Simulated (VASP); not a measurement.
SiC: single point with HSE06

The system is SiC.

```xyz
8
Lattice="3.0776 0.0000 0.0000 -1.5388 2.6652 0.0000 0.0000 0.0000 10.0767" Properties=species:S:1:pos:R:3 pbc="T T T"
Si    0.0000    0.0000   -0.0014
Si    0.0000    1.7768    2.5183
Si    0.0000    0.0000    5.0369
Si    1.5388    0.8884    7.5566
C     0.0000    0.0000    1.8872
C     0.0000    1.7768    4.4131
C     0.0000    0.0000    6.9256
C     1.5388    0.8884    9.4514
```

```yaml
Program: VASP 6.6.1
Task: single point
Functional: HSE06
Potentials_or_basis: VASP PAW PBE potentials, release 64 (Si, C)
Cutoff: 520 eV
k_mesh: 6 × 6 × 2
Occupations: gaussian, width 0.01 eV
Spin: no spin polarisation
```

| Property | Result |
| --- | --- |
| Pressure | -1.5 GPa |
| Largest force | 0.015 eV/Å |
| Band gap on the k mesh | 3.14 eV (least direct gap 4.38 eV) |

Forces in eV/Å, atoms in the order of the input:
```
Si   0.000  0.000 -0.015
Si   0.000  0.000 -0.007
Si   0.000  0.000 -0.015
Si   0.000  0.000 -0.007
C    0.000  0.000  0.013
C    0.000  0.000  0.009
C    0.000  0.000  0.013
C    0.000  0.000  0.009
```

Stress tensor (GPa, compression positive):
```
-1.44  0.00  0.00
 0.00 -1.44  0.00
 0.00  0.00 -1.74
```

Levels at points of the mesh, in eV from the valence-band top:
```
           k point  band 12  band 13  band 14  band 15  band 16  band 17  band 18  band 19  band 20  band 21
(0.00, 0.00, 0.00)    -0.64    -0.64    -0.05     0.00     0.00     6.28     6.89     7.56     7.59     8.23
(0.50, 0.00, 0.00)    -2.62    -2.60    -2.43    -1.72    -1.24     3.14     3.29     5.28     5.86     6.42
(0.00, 0.00, 0.50)    -1.15    -0.23    -0.23    -0.23    -0.23     6.50     6.50     8.04     8.04     8.32
(0.50, 0.00, 0.50)    -3.32    -2.69    -2.69    -1.71    -1.71     3.58     3.58     5.27     5.27     7.31
```

Run time: 51 min on 1 thread of Oxide Virtual Turin-like Processor (shared host), peak memory 0.29 GiB.

Caveat: the PAW data sets were made with another functional, which shifts forces and pressure a little. A k mesh can miss the band edges.
